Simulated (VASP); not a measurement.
Runs of VASP 6.6.1 on AlN. The structure is that of space group F-43m (No. 216), or close to it. The cells are those of the table. 

| cell | gap on the mesh (eV) | pressure (GPa) |
| --- | --- | --- |
| a = 3.135, b = 3.135, c = 3.181 Å, angles 59.5, 59.5, 61.0°, 2 atoms | 3.13 | (a) |
| a = 3.020, b = 3.020, c = 2.950 Å, angles 60.8, 60.8, 58.5°, 2 atoms | (c) | 27.7 |
| a = 3.112, b = 3.112, c = 3.135 Å, angles 59.8, 59.8, 60.5°, 2 atoms | 3.22 | -1.4 |
| a = 3.066, b = 3.066, c = 3.042 Å, angles 60.3, 60.3, 59.5°, 2 atoms | 3.29 | (d) |
| a = 3.043, b = 3.043, c = 2.996 Å, angles 60.5, 60.5, 59.0°, 2 atoms | 3.25 | 19.0 |
| a = 2.997, b = 2.997, c = 2.903 Å, angles 61.0, 61.0, 57.9°, 2 atoms | (b) | 37.4 |

Alike in all rows: task single point; level PBE; potentials or basis VASP PAW PBE potentials, release 64 (Al, N); no spin polarisation; k mesh 10 × 10 × 10; cutoff (eV) 520; smearing gaussian 0.05 eV.

Problem. Estimate the missing entries.

Solution. (a) -6.7; (b) 3.14; (c) 3.19; (d) 11.4.

A k mesh can miss the band edges.
